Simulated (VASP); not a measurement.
# GaN (R3m) in VASP: a series of runs

The runs below take GaN through single point, with r2SCAN.

Everything below comes from runs of VASP 6.6.1. Logs are shortened: lines on timing, memory, paths and dates and some standing lists are left out, and cuts for length are marked.

**1. The cell of the first run**

It takes space group R3m (No. 160, trigonal). The conventional cell has a = 3.180 Å, b = 3.180 Å, c = 7.791 Å, α = 90.00°, β = 90.00°, γ = 120.00°. Ga (site symmetry 3m) has 4 N at 1.85 to 1.98 Å within 2.5 Å. Within 2.5 Å of N (site symmetry 3m) lie 4 Ga at 1.85 to 1.98 Å.

**2. Single point, r2SCAN**

POSCAR reads:

```
GaN
1.0
    0.0000000000      2.2489367673      2.2489367673
    2.2489367673      0.0000000000      2.2489367673
    2.2489367673      2.2489367673      0.0000000000
Ga N
1 1
Direct
    0.0000000000      0.0000000000      0.0000000000
    0.7114917851      0.7628360716      0.7628360716
```

INCAR.step1 reads:

```
ALGO = Normal ; EDIFF = 1E-4
ENCUT = 520 ; GGA = PE
ISMEAR = 0 ; LASPH = T
LCHARG = F ; LREAL = F
LWAVE = T ; NBANDS = 16
NELM = 100 ; PREC = Accurate
SIGMA = 0.05
```

INCAR.step2 reads:

```
ALGO = Normal ; EDIFF = 1E-7
ENCUT = 520 ; ISIF = 2
ISMEAR = 0 ; ISTART = 1
LASPH = T ; LCHARG = F
LMIXTAU = T ; LREAL = F
LWAVE = F ; METAGGA = R2SCAN
NBANDS = 16 ; NELM = 100
PREC = Accurate ; SIGMA = 0.05
```

KPOINTS reads:

```
k-points
0
Gamma
  10 10 10
```

Potentials or basis: VASP PAW PBE potentials, release 64 (Ga_d, N).

The run is started by

```console
cat potpaw_PBE.64/Ga_d/POTCAR potpaw_PBE.64/N/POTCAR > POTCAR
cp INCAR.step1 INCAR
mpirun -np 1 vasp_std > vasp.out
cp INCAR.step2 INCAR
mpirun -np 1 vasp_std > vasp.out
```

OUTCAR:

```text
EDIFF = 1E-7
   ENCUT = 520
   ISIF = 2
   ISMEAR = 0
   ISTART = 1
   LASPH = T
   LREAL = F
   METAGGA = R2SCAN
   NELM = 100
   PREC = Accurate

 ion  position               nearest neighbor table
   1  0.000  0.000  0.000-   2 1.85   2 1.98   2 1.98   2 1.98
   2  0.711  0.763  0.763-   1 1.85   1 1.98   1 1.98   1 1.98

  LATTYP: Found a face centered cubic cell.
 ALAT       =     4.4978735346

  Lattice vectors:

 A1 = (   0.0000000000,   2.2489367673,   2.2489367673)
 A2 = (   2.2489367673,   0.0000000000,   2.2489367673)
 A3 = (   2.2489367673,   2.2489367673,   0.0000000000)

Analysis of symmetry for initial positions (statically):
=====================================================================
 Subroutine PRICEL returns:
 Original cell was already a primitive cell.

 Routine SETGRP: Setting up the symmetry group for a
 face centered cubic supercell.

 Subroutine GETGRP returns: Found  6 space group operations
 (whereof  6 operations were pure point group operations)
 out of a pool of 48 trial point group operations.

The static configuration has the point symmetry C_3v.

Analysis of symmetry for dynamics (positions and initial velocities):
=====================================================================
 Subroutine PRICEL returns:
 Original cell was already a primitive cell.

 Routine SETGRP: Setting up the symmetry group for a
 face centered cubic supercell.

 Subroutine GETGRP returns: Found  6 space group operations
 (whereof  6 operations were pure point group operations)
 out of a pool of 48 trial point group operations.

The dynamic configuration has the point symmetry C_3v.

 Subroutine INISYM returns: Found  6 space group operations
 (whereof  6 operations are pure point group operations),
 and found     1 'primitive' translations

----------------------------------------------------------------------------------------

                                     Primitive cell

  volume of cell :      22.7490

  direct lattice vectors                    reciprocal lattice vectors
     0.000000000  2.248936767  2.248936767    -0.222327283  0.222327283  0.222327283
     2.248936767  0.000000000  2.248936767     0.222327283 -0.222327283  0.222327283
     2.248936767  2.248936767  0.000000000     0.222327283  0.222327283 -0.222327283

  length of vectors
     3.180476877  3.180476877  3.180476877     0.385082149  0.385082149  0.385082149

  position of ions in fractional coordinates (direct lattice)
     0.000000000  0.000000000  0.000000000
     0.711491785  0.762836072  0.762836072

  ion indices of the primitive-cell ions
   primitive index   ion index
                 1           1
                 2           2

----------------------------------------------------------------------------------------

 KPOINTS: k-points

Automatic generation of k-mesh.
 Grid dimensions read from file:
 generate k-points for:   10   10   10

 Generating k-lattice:

  Cartesian coordinates                     Fractional coordinates (reciprocal lattice)
    -0.022232728  0.022232728  0.022232728     0.100000000  0.000000000  0.000000000
     0.022232728 -0.022232728  0.022232728     0.000000000  0.100000000  0.000000000
     0.022232728  0.022232728 -0.022232728     0.000000000  0.000000000  0.100000000

  Length of vectors
     0.038508215  0.038508215  0.038508215

  Shift w.r.t. Gamma in fractional coordinates (k-lattice)
     0.000000000  0.000000000  0.000000000

 Subroutine IBZKPT returns following result:
 ===========================================

 Found    116 irreducible k-points:

 Following reciprocal coordinates:
            Coordinates               Weight
  0.000000  0.000000  0.000000      1.000000
  0.100000  0.000000  0.000000      2.000000
  0.000000  0.100000  0.000000      6.000000
  0.200000  0.000000  0.000000      2.000000
  0.000000  0.200000  0.000000      6.000000
  0.300000  0.000000  0.000000      2.000000
[... 16 lines left out ...]
  0.000000  0.500000  0.100000     12.000000
  0.100000  0.000000  0.500000      6.000000
 [... further k-points ...]
   k-points           NKPTS =    116   k-points in BZ     NKDIM =    116   number of bands    NBANDS=     16
   number of dos      NEDOS =    301   number of ions     NIONS =      2
   total plane-waves  NPLWV =  13824
   dimension x,y,z NGX =    24 NGY =   24 NGZ =   24
   dimension x,y,z NGXF=    48 NGYF=   48 NGZF=   48
   ions per type =               1   1
   NGX,Y,Z   is equivalent  to a cutoff of  12.54, 12.54, 12.54 a.u.
   NGXF,Y,Z  is equivalent  to a cutoff of  25.09, 25.09, 25.09 a.u.
 SYSTEM =  unknown system
   PREC   = accura    normal or accurate (medium, high low for compatibility)
   ISTART =      1    job   : 0-new  1-cont  2-samecut
   ICHARG =      0    charge: 1-file 2-atom 10-const
   ISPIN  =      1    spin polarized calculation?
   LNONCOLLINEAR =      F non collinear calculations
   LSORBIT =      F    spin-orbit coupling
[... 26 lines left out ...]
  Thomas-Fermi vector in A             =   2.623875
   LORBIT       =      0    0 simple, 1 ext, 2 COOP (PROOUT), +10 PAW based schemes
   METAGGA = R2SCAN    functional components
   LHFCALC =     F    Hartree Fock is set to
   AEXX    =    0.0000 exact exchange contribution
   IVDW    =     0    specifies the selected vdW correction
   LEPSILON=     F    determine dielectric tensor
   LRPA    =     F    only Hartree local field effects (RPA)
 non-spin polarized calculation
 Gauss-broadening in eV      SIGMA  =   0.05
  energy-cutoff  :      520.00
  volume of cell :       22.75
 maximum number of plane-waves:       622
   NGX = 11   NGY = 11   NGZ = 11

 number of electron      18.0000006 magnetization

 Free energy of the ion-electron system (eV)
  ---------------------------------------------------
  ext. energy  EPLUGINS =         0.00000000
  ---------------------------------------------------
  free energy    TOTEN  =       -21.81968519 eV

  energy without entropy =      -21.81968519  energy(sigma->0) =      -21.81968519

 E-fermi :   5.3983     XC(G=0): -12.6685

 val. band max:        5.1924264465   @ k =   0.0000   0.0000   0.0000
 cond. band min:       7.2454530427   @ k =   0.0000   0.0000   0.0000
 fundamental gap:      2.0530265962
 Fermi energy:         5.3983239446

 k-point     1 :       0.0000    0.0000    0.0000
  band No.  band energies     occupation
      1     -11.7404      2.00000
      2      -8.7912      2.00000
      3      -8.7510      2.00000
      4      -8.7510      2.00000
      5      -8.4165      2.00000
      6      -8.4165      2.00000
[... 8 lines left out ...]
     15      24.7134      0.00000
     16      24.7134      0.00000

 k-point     2 :       0.1000    0.0000    0.0000
  band No.  band energies     occupation
      1     -11.6234      2.00000
      2      -8.7533      2.00000
      3      -8.7345      2.00000
      4      -8.7344      2.00000
      5      -8.4180      2.00000
      6      -8.4180      2.00000
[... 8 lines left out ...]
     15      23.2975      0.00000
     16      23.6047      0.00000

 k-point     3 :       0.0000    0.1000    0.0000
  band No.  band energies     occupation
      1     -11.6312      2.00000
      2      -8.7869      2.00000
      3      -8.7390      2.00000
      4      -8.6980      2.00000
      5      -8.4180      2.00000
      6      -8.4174      2.00000
[... 8 lines left out ...]
     15      23.4354      0.00000
     16      23.5948      0.00000

 k-point     4 :       0.2000    0.0000    0.0000
  band No.  band energies     occupation
      1     -11.3221      2.00000
      2      -8.6958      2.00000
      3      -8.6957      2.00000
      4      -8.5966      2.00000
      5      -8.4165      2.00000
      6      -8.4165      2.00000
[... 8 lines left out ...]
     15      22.4349      0.00000
     16      22.4353      0.00000
[... 324 lines left out ...]
 k-point    22 :       0.5000    0.1000    0.0000
  band No.  band energies     occupation
      1     -10.6717      2.00000
      2      -8.6445      2.00000
      3      -8.6232      2.00000
      4      -8.3881      2.00000
      5      -8.3574      2.00000
      6      -7.2245      2.00000
[... 8 lines left out ...]
     15      24.6937      0.00000
     16      25.7509      0.00000

 k-point    23 :       0.0000    0.5000    0.1000
  band No.  band energies     occupation
      1     -10.7316      2.00000
      2      -8.6821      2.00000
      3      -8.6651      2.00000
      4      -8.4015      2.00000
      5      -8.3718      2.00000
      6      -7.2434      2.00000
[... 8 lines left out ...]
     15      24.9563      0.00000
     16      26.1950      0.00000

 k-point    24 :       0.1000    0.0000    0.5000
  band No.  band energies     occupation
      1     -10.7300      2.00000
      2      -8.6969      2.00000
      3      -8.6523      2.00000
      4      -8.4044      2.00000
      5      -8.3742      2.00000
      6      -7.2389      2.00000
[... 8 lines left out ...]
     15      24.4643      0.00000
     16      26.4971      0.00000

 [... further k-points ...]

------------------------ aborting loop because EDIFF is reached ----------------------------------------

  FORCE on cell =-STRESS in cart. coord.  units (eV):
  Direction    XX          YY          ZZ          XY          YZ          ZX
  --------------------------------------------------------------------------------------
  -------------------------------------------------------------------------------------
  Total        0.3247302      0.3247302      0.3247302     -0.6620006      0.6620006     -0.6620006
  in kB       22.8702836     22.8702836     22.8702836    -46.6237552     46.6237552    -46.6237552
  external PRESSURE =      22.8702836 kB  Pullay stress =       0.0000000 kB

 VOLUME and BASIS-vectors are now :
 -----------------------------------------------------------------------------
  energy-cutoff  :      520.00
  volume of cell :       22.75
      direct lattice vectors                 reciprocal lattice vectors
     0.000000000  2.248936767  2.248936767    -0.222327283  0.222327283  0.222327283
     2.248936767  0.000000000  2.248936767     0.222327283 -0.222327283  0.222327283
     2.248936767  2.248936767  0.000000000     0.222327283  0.222327283 -0.222327283

 POSITION                                       TOTAL-FORCE (eV/Angst)
 -----------------------------------------------------------------------------------
      0.00000      0.00000      0.00000         0.963694     -0.963694     -0.963694
      3.43114      3.31567      3.31567        -0.963694      0.963694      0.963694
 -----------------------------------------------------------------------------------
    total drift:                                0.006127     -0.006149     -0.006150

  FREE ENERGIE OF THE ION-ELECTRON SYSTEM (eV)
  ---------------------------------------------------
  free  energy   TOTEN  =       -21.8196851922 eV

  energy  without entropy=      -21.8196851922  energy(sigma->0) =      -21.81968519
```

Wall time 5.1 min (1 thread of AMD EPYC 7R13, shared host); peak memory 0.15 GiB.

What came out:

```yaml
Free_energy: -21.8197 eV
Pressure: 2.3 GPa
Largest_force: 1.669 eV/Å
Band_gap_on_the_k_mesh: 2.05 eV, direct
```

Forces on the atoms (eV/Å):
```
Ga   0.964 -0.964 -0.964
N   -0.964  0.964  0.964
```

Caveat: the cell differs from its parent crystal (all N atoms moved +0.100 Å, as atom 2 towards its neighbour atom 1 (Ga) at 1.948 Å); the PAW data sets were made with another functional, which shifts forces and pressure a little.

**3. Single point, r2SCAN**

Changes to POSCAR since step 2:

```diff
@@ -9,2 +9,2 @@
     0.0000000000      0.0000000000      0.0000000000
-    0.7114917851      0.7628360716      0.7628360716
+    0.7788811612      0.7403729463      0.7403729463
```

INCAR.step1 reads:

```
SYSTEM = GaN
ALGO = Normal ; EDIFF = 1E-4
ENCUT = 520 ; GGA = PE
ISMEAR = 0 ; LASPH = .True.
LCHARG = .False. ; LREAL = .False.
LWAVE = .True. ; NBANDS = 16
NELM = 100 ; PREC = Accurate
SIGMA = 0.05
```

INCAR.step2 reads:

```
SYSTEM = GaN
ALGO = Normal ; EDIFF = 1E-6
ENCUT = 520 ; ISIF = 2
ISMEAR = 0 ; ISTART = 1
LASPH = .True. ; LCHARG = .True.
LELF = .True. ; LMIXTAU = .True.
LREAL = .False. ; LVHAR = .True.
LWAVE = .False. ; METAGGA = R2SCAN
NBANDS = 16 ; NELM = 100
PREC = Accurate ; SIGMA = 0.05
```

KPOINTS reads:

```
k-points
0
Gamma
  10 10 10
  0 0 0
```

Potentials or basis: VASP PAW PBE potentials, release 64 (Ga_d, N).

The run is started by

```console
cat potpaw_PBE.64/Ga_d/POTCAR potpaw_PBE.64/N/POTCAR > POTCAR
cp INCAR.step1 INCAR
mpirun -np 1 vasp_std > vasp.out
cp INCAR.step2 INCAR
mpirun -np 1 vasp_std > vasp.out
```

Wall time 3.8 min (1 thread of AMD EPYC 7R13, shared host); peak memory 0.15 GiB.

The run converged. Its results:

* Free energy: -21.8642 eV
* Pressure: 1.6 GPa
* Largest force: 0.815 eV/Å
* Band gap on the k mesh: 2.01 eV, direct

Forces on the atoms (eV/Å):
```
Ga  -0.471  0.471  0.471
N    0.471 -0.471 -0.471
```

Stress tensor (GPa, compression positive):
```
 1.58  2.25  2.25
 2.25  1.58 -2.25
 2.25 -2.25  1.58
```

Levels at points of the mesh, in eV from the valence-band top:
| k point | band 6 | band 7 | band 8 | band 9 | band 10 | band 11 | band 12 | band 13 |
| --- | --- | --- | --- | --- | --- | --- | --- | --- |
| (0.00, 0.00, 0.00) | -13.64 | -0.23 | -0.23 | 0.00 | 2.01 | 10.81 | 10.97 | 10.97 |
| (0.50, 0.00, 0.00) | -12.51 | -7.10 | -1.15 | -1.15 | 4.94 | 9.29 | 10.77 | 10.77 |
| (0.00, 0.50, 0.00) | -12.49 | -7.42 | -1.35 | -0.95 | 5.09 | 9.32 | 10.57 | 11.31 |
| (0.50, 0.50, 0.00) | -12.12 | -6.40 | -3.02 | -2.87 | 3.61 | 7.11 | 12.46 | 14.80 |

Caveat: the cell differs from its parent crystal (all N atoms moved -0.075 Å, as atom 2 towards its neighbour atom 1 (Ga) at 1.948 Å); the PAW data sets were made with another functional, which shifts forces and pressure a little.

**4. Single point, r2SCAN**

Changes to POSCAR since step 3:

```diff
@@ -9,2 +9,2 @@
     0.0000000000      0.0000000000      0.0000000000
-    0.7788811612      0.7403729463      0.7403729463
+    0.7307458925      0.7564180358      0.7564180358
```

INCAR.step1 reads:

```
PREC = Accurate
ENCUT = 520
ISMEAR = 0
SIGMA = 0.05
LREAL = F
LASPH = T
NELM = 80
NBANDS = 16
GGA = PE
ALGO = Normal
EDIFF = 1E-4
LWAVE = T
LCHARG = F
```

INCAR.step2 reads:

```
PREC = Accurate
ENCUT = 520
EDIFF = 1E-6
ISMEAR = 0
SIGMA = 0.05
LREAL = F
LASPH = T
NELM = 80
ALGO = Normal
ISIF = 2
LWAVE = F
LCHARG = F
METAGGA = R2SCAN
LMIXTAU = T
NBANDS = 16
ISTART = 1
```

KPOINTS reads:

```
regular mesh
0
Gamma
  10 10 10
```

The run is started by

```console
cat potpaw_PBE.64/Ga_d/POTCAR potpaw_PBE.64/N/POTCAR > POTCAR
cp INCAR.step1 INCAR
mpirun -np 1 vasp_std > vasp.out
cp INCAR.step2 INCAR
mpirun -np 1 vasp_std > vasp.out
```

Wall time 3.7 min (1 thread of AMD EPYC 7R13, shared host); peak memory 0.15 GiB.

The run converged. Its results:

```yaml
Free_energy: -21.8788 eV
Pressure: 1.3 GPa
Largest_force: 0.742 eV/Å
Band_gap_on_the_k_mesh: 2.10 eV, direct
```

Forces on the atoms (eV/Å):
```
Ga   0.428 -0.428 -0.428
N   -0.428  0.428  0.428
```

Stress tensor (GPa, compression positive):
```
 1.34 -2.07 -2.07
-2.07  1.34  2.07
-2.07  2.07  1.34
```

Levels at points of the mesh, in eV from the valence-band top:
```
           k point  band 6  band 7  band 8  band 9  band 10  band 11  band 12  band 13
(0.00, 0.00, 0.00)  -13.54   -0.18    0.00    0.00     2.10    10.94    10.94    11.10
(0.50, 0.00, 0.00)  -12.40   -7.42   -1.07   -1.07     5.23     9.43    11.05    11.05
(0.00, 0.50, 0.00)  -12.41   -7.20   -1.19   -0.93     5.12     9.41    10.70    11.21
(0.50, 0.50, 0.00)  -12.03   -6.30   -2.89   -2.82     3.71     7.22    12.56    14.88
```

Caveat: the cell differs from its parent crystal (all N atoms moved +0.050 Å, as atom 2 towards its neighbour atom 1 (Ga) at 1.948 Å); the PAW data sets were made with another functional, which shifts forces and pressure a little.

**5. Single point, r2SCAN**

Changes to POSCAR since step 4:

```diff
@@ -9,2 +9,2 @@
     0.0000000000      0.0000000000      0.0000000000
-    0.7307458925      0.7564180358      0.7564180358
+    0.7596270537      0.7467909821      0.7467909821
```

INCAR.step1 reads:

```
PREC = Accurate ; ENCUT = 520
ISMEAR = 0 ; SIGMA = 0.05
LREAL = False ; LASPH = True
NELM = 100 ; NBANDS = 16
GGA = PE ; ALGO = Normal
EDIFF = 1E-4 ; LWAVE = True
LCHARG = False
```

INCAR.step2 reads:

```
PREC = Accurate ; ENCUT = 520
EDIFF = 1E-6 ; ISMEAR = 0
SIGMA = 0.05 ; LREAL = False
LASPH = True ; NELM = 100
ALGO = Normal ; ISIF = 2
LWAVE = False ; LCHARG = False
METAGGA = R2SCAN ; LMIXTAU = True
NBANDS = 16 ; ISTART = 1
```

KPOINTS is that of step 4.

The run is started by

```console
cat potpaw_PBE.64/Ga_d/POTCAR potpaw_PBE.64/N/POTCAR > POTCAR
cp INCAR.step1 INCAR
mpirun -np 1 vasp_std > vasp.out
cp INCAR.step2 INCAR
mpirun -np 1 vasp_std > vasp.out
```

Wall time 3.6 min (1 thread of AMD EPYC 7R13, shared host); peak memory 0.15 GiB.

Results (log left out):

| Item | Value |
| --- | --- |
| Free energy | -21.8925 eV |
| Pressure | 1.1 GPa |
| Largest force | 0.310 eV/Å |
| Band gap on the k mesh | 2.11 eV, direct |

Forces on the atoms (eV/Å):
```
Ga  -0.179  0.179  0.179
N    0.179 -0.179 -0.179
```

Stress tensor (GPa, compression positive):
```
 1.13  0.86  0.86
 0.86  1.13 -0.86
 0.86 -0.86  1.13
```

Levels at points of the mesh, in eV from the valence-band top:
| k point | band 7 | band 8 | band 9 | band 10 | band 11 | band 12 |
| --- | --- | --- | --- | --- | --- | --- |
| (0.00, 0.00, 0.00) | -0.08 | -0.08 | 0.00 | 2.11 | 10.95 | 11.01 |
| (0.50, 0.00, 0.00) | -7.17 | -1.06 | -1.06 | 5.11 | 9.41 | 10.94 |
| (0.00, 0.50, 0.00) | -7.28 | -1.13 | -0.99 | 5.16 | 9.42 | 10.87 |
| (0.50, 0.50, 0.00) | -6.30 | -2.88 | -2.84 | 3.71 | 7.22 | 12.57 |

Caveat: the cell differs from its parent crystal (all N atoms moved -0.025 Å, as atom 2 towards its neighbour atom 1 (Ga) at 1.948 Å); the PAW data sets were made with another functional, which shifts forces and pressure a little.

**6. Single point, r2SCAN**

Changes to POSCAR since step 5:

```diff
@@ -9,2 +9,2 @@
     0.0000000000      0.0000000000      0.0000000000
-    0.7596270537      0.7467909821      0.7467909821
+    0.7163053119      0.7612315627      0.7612315627
```

INCAR.step1 reads:

```
SYSTEM = GaN
  PREC = Accurate
  ENCUT = 520
  ISMEAR = 0
  SIGMA = 0.05
  LREAL = .FALSE.
  LASPH = .TRUE.
  NELM = 60
  NBANDS = 16
  GGA = PE
  ALGO = Normal
  EDIFF = 1E-4
  LWAVE = .TRUE.
  LCHARG = .FALSE.
```

INCAR.step2 reads:

```
SYSTEM = GaN
  PREC = Accurate
  ENCUT = 520
  EDIFF = 1E-6
  ISMEAR = 0
  SIGMA = 0.05
  LREAL = .FALSE.
  LASPH = .TRUE.
  NELM = 60
  ALGO = Normal
  ISIF = 2
  LWAVE = .FALSE.
  LCHARG = .FALSE.
  METAGGA = R2SCAN
  LMIXTAU = .TRUE.
  NBANDS = 16
  ISTART = 1
```

KPOINTS reads:

```
regular mesh
0
G
  10 10 10
  0 0 0
```

Potentials or basis: VASP PAW PBE potentials, release 64 (Ga_d, N).

The run is started by

```console
cat potpaw_PBE.64/Ga_d/POTCAR potpaw_PBE.64/N/POTCAR > POTCAR
cp INCAR.step1 INCAR
mpirun -np 1 vasp_std > vasp.out
cp INCAR.step2 INCAR
mpirun -np 1 vasp_std > vasp.out
```

It took 3.6 min on 1 thread of AMD EPYC 7R13, shared host; peak memory 0.15 GiB.

The run converged. Its results:

* Free energy: -21.8389 eV
* Pressure: 1.9 GPa
* Largest force: 1.418 eV/Å
* Band gap on the k mesh: 2.07 eV, direct

Forces in eV/Å, atoms in the order of the input:
```
Ga   0.819 -0.819 -0.819
N   -0.819  0.819  0.819
```

Stress tensor (GPa, compression positive):
```
 1.95 -3.96 -3.96
-3.96  1.95  3.96
-3.96  3.96  1.95
```

Levels at points of the mesh, in eV from the valence-band top:
```tsv
k point	band 5	band 6	band 7	band 8	band 9	band 10	band 11	band 12	band 13	band 14
(0.00, 0.00, 0.00)	-13.59	-13.59	-0.32	0.00	0.00	2.07	10.87	10.87	11.17	18.52
(0.50, 0.00, 0.00)	-13.53	-12.43	-7.58	-1.11	-1.11	5.26	9.40	11.07	11.07	16.37
(0.00, 0.50, 0.00)	-13.55	-12.45	-7.20	-1.33	-0.86	5.05	9.35	10.46	11.36	16.44
(0.50, 0.50, 0.00)	-13.51	-12.07	-6.35	-2.94	-2.84	3.65	7.16	12.51	14.79	15.09
```

Caveat: the cell differs from its parent crystal (all N atoms moved +0.087 Å, as atom 2 towards its neighbour atom 1 (Ga) at 1.948 Å); the PAW data sets were made with another functional, which shifts forces and pressure a little.
